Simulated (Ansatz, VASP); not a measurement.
**One calculation of W, two programs**

INCAR

```
ALGO = Normal
EDIFF = 1E-8
ENCUT = 520
GGA = PE
ISIF = 2
ISMEAR = -1
LASPH = True
LCHARG = False
LEFG = True
LREAL = False
LWAVE = False
NBANDS = 13
NELM = 100
PREC = Accurate
SIGMA = 0.05
```

File KPOINTS:

```
k-points
0
Gamma
  16 16 16
```

The input POSCAR:

```
W
1.0
    0.0000000000      2.0335476534      1.9879648432
    2.0335476534      0.0000000000      1.9879648432
    2.0335476534      2.0335476534      0.0000000000
W
1
Direct
    0.0000000000      0.0000000000      0.0000000000
```

Input for Ansatz:

```yaml
crystal:
  lattice:
    - [0.0, 2.0335476534, 1.9879648432]
    - [2.0335476534, 0.0, 1.9879648432]
    - [2.0335476534, 2.0335476534, 0.0]
  atoms:
    - { symbol: W, position: [0.0, 0.0, 0.0] }
kpoints:
  mp_grid: { grid: [16, 16, 16] }
scf:
  occupations: { method: fermi_dirac, width: 0.05 }
hamiltonian:
  xc: pbe
  pseudopotentials: { kind: all_electron, datasets: crystal }
output:
  forces: true
  stress: true
  eigenvalues: true
  efg: { contact_densities: true }
```

Change from the starting cell: z stretched by -1.5 % at fixed volume, crystal datasets.

Alike in both runs: task electric field gradients; functional PBE; k mesh 16 × 16 × 16; occupations fermi-dirac, width 0.05 eV; no spin polarisation.

|  | VASP | Ansatz |
| --- | --- | --- |
| version | VASP 6.6.1 | Ansatz 0.2.0 |
| potentials or method | VASP PAW PBE potentials, release 64 (W_sv), cutoff 520 eV | all-electron PAW with datasets made for the crystal, scalar-relativistic |

VASP gave:

| Quantity | Value |
| --- | --- |
| pressure (GPa) | 0.5 |
| traceless stress, the component that is largest in VASP (GPa) | -5.17 |
| size of Vzz on the site where it differs most (V/Å²) | 22.5 |

Problem. Which values does Ansatz return?

Solution. Pressure (GPa): 0.1; traceless stress, the component that is largest in VASP (GPa): -5.11; size of Vzz on the site where it differs most (V/Å²): 20.2.

Ansatz ran all-electron here, and VASP with PAW potentials.

Neither program's run includes spin-orbit coupling.
